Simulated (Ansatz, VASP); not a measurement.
# Two plane-wave programs on Zr2TiN3

```
Zr Ti N
1.0
     3.17059   -0.00070   -0.00017
    -1.58591    2.74626    0.00043
    -0.00096    0.00109   15.56747
Zr Ti N
4 2 6
Direct
  0.66684 0.33345 0.41276
  0.66668 0.33320 0.91283
  0.33336 0.66673 0.08721
  0.33320 0.66659 0.58719
  0.00007 0.00025 0.24998
  0.99976 0.99977 0.75003
  0.33350 0.66677 0.32639
  0.33330 0.66653 0.82641
  0.66673 0.33347 0.17358
  0.66652 0.33322 0.67361
  0.00002 0.00003 0.49998
  0.00002 0.99998 0.00002
```

Change from the starting cell: cell x2, atoms moved at random (sigma 0.15 Å) and cell strained at random (1.5 %), then relaxed without symmetry.

Alike in both runs: functional PBE; k mesh 6 × 6 × 2; occupations gaussian, width 0.2 eV; no spin polarisation.

Ansatz relaxed the structure, and its values are those at the end. VASP's run is a single point on that final structure, the one shown.

|  | VASP | Ansatz |
| --- | --- | --- |
| version | VASP 6.6.1 | Ansatz 0.2.0 |
| potentials or method | VASP PAW PBE potentials, release 64 (Zr_sv, Ti_sv, N), cutoff 520 eV | scalar-relativistic, plane waves, PAW |
| valence electrons in the cell | 102 | 102 |

|  | VASP | Ansatz | Ansatz less VASP |
| --- | --- | --- | --- |
| gap on the k mesh at the Fermi level (eV) | none | none | - |
| pressure (GPa) | 0.2 | 0.0 | -0.28 |
| rms of the force components (eV/Å) | 0.005 | 0.002 | -0.0023 |

A gap of «none» marks a metal or a gap that the smearing closes.

The k mesh is coarse, so the values compare programs but aren't converged.
